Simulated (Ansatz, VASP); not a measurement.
TiAl3 in VASP and in Ansatz

```
Ti Al
1.0
     2.89678    0.00000    0.00000
     0.00000    4.76426    0.09363
     0.00000    0.09801    4.99332
Ti Al
1 3
Direct
  0.00000 0.53512 0.13944
  0.50000 0.46806 0.66946
  0.50000 0.99810 0.32453
  0.00000 0.99872 0.86656
```

Alike in both runs: task single point; functional PBE; k mesh 14 × 10 × 10; occupations gaussian, width 0.1 eV; no spin polarisation.

|  | VASP | Ansatz |
| --- | --- | --- |
| version | VASP 6.6.1 | Ansatz 0.2.0 |
| potentials or method | VASP PAW PBE potentials, release 64 (Ti_sv, Al), cutoff 520 eV | scalar-relativistic, plane waves, PAW |
| valence electrons in the cell | 21 | 21 |

Ansatz gave:

- gap on the k mesh at the Fermi level (eV): none
- pressure (GPa): -2.4
- traceless stress, the component that is largest in VASP (GPa): -3.80
- rms of the force components (eV/Å): 0.682

Which values does VASP return?

gap on the k mesh at the Fermi level (eV): none; pressure (GPa): -2.5; traceless stress, the component that is largest in VASP (GPa): -3.79; rms of the force components (eV/Å): 0.683.

Atom by atom the forces differ by 0.002 eV/Å (rms over components). A gap of «none» marks a metal or a gap that the smearing closes. The functional is the same, so the differences come from potentials, cutoffs and numerics.
